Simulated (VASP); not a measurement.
The system is TiAl3F.

```
Ti Al F
1.0
     4.86261    0.00000    0.00000
    -2.43130    4.21114    0.00000
     0.00000    0.00000    3.63155
Ti Al F
1 3 1
Direct
  0.00000 0.00000 0.00000
  0.50000 0.00000 0.00000
  0.00000 0.50000 0.00000
  0.50000 0.50000 0.00000
  0.00000 0.00000 0.50000
```

The cell was generated, and may not be a known phase.

| Item | Value |
| --- | --- |
| Program | VASP 6.6.1 |
| Task | relaxation of cell and atoms |
| Functional | PBE |
| Potentials or basis | VASP PAW PBE potentials, release 64 (Ti_sv, Al, F) |
| Cutoff | 600 eV |
| k mesh | 6 × 6 × 6 |
| Occupations | gaussian, width 0.1 eV |
| Spin | collinear spin |
| Starting moments | [1.0, 0.0, 0.0, 0.0, 0.0] μB |

At the start: pressure 45.0 GPa; volume 14.87 Å³/atom.

Task: How do energy, volume and symmetry change on relaxing?

Result: Over 6 steps the energy falls by 682.9 meV/atom and the volume is 20.59 Å³/atom (+38.5 %); space group P6/mmm (No. 191, to 0.1 Å) before and after; moment 0.08 μB per cell.

Step by step:
| step | energy change (eV) | largest force (eV/Å) | pressure (GPa) | volume (Å³) |
| --- | --- | --- | --- | --- |
| 1 | 0.0000 | 0.0000 | 45.04 | 74.36 |
| 2 | -0.2638 | 0.0000 | -7.87 | 128.53 |
| 3 | -3.1035 | 0.0000 | 8.49 | 94.00 |
| 4 | -3.3404 | 0.0000 | -3.02 | 108.04 |
| 5 | -3.4108 | 0.0000 | -0.58 | 103.85 |
| 6 | -3.4145 | 0.0000 | 0.01 | 102.97 |

Final structure:
```
CELL_PARAMETERS angstrom
5.54355 0.00000 0.00000
-2.77178 4.80086 0.00000
0.00000 0.00000 3.86923
ATOMIC_POSITIONS crystal
Ti 0.00000 0.00000 0.00000
Al 0.50000 0.00000 0.00000
Al 0.00000 0.50000 0.00000
Al 0.50000 0.50000 0.00000
F 0.00000 0.00000 0.50000
```

Caveat: the volume moved by over 15 % at a fixed basis, so the end points are rough.
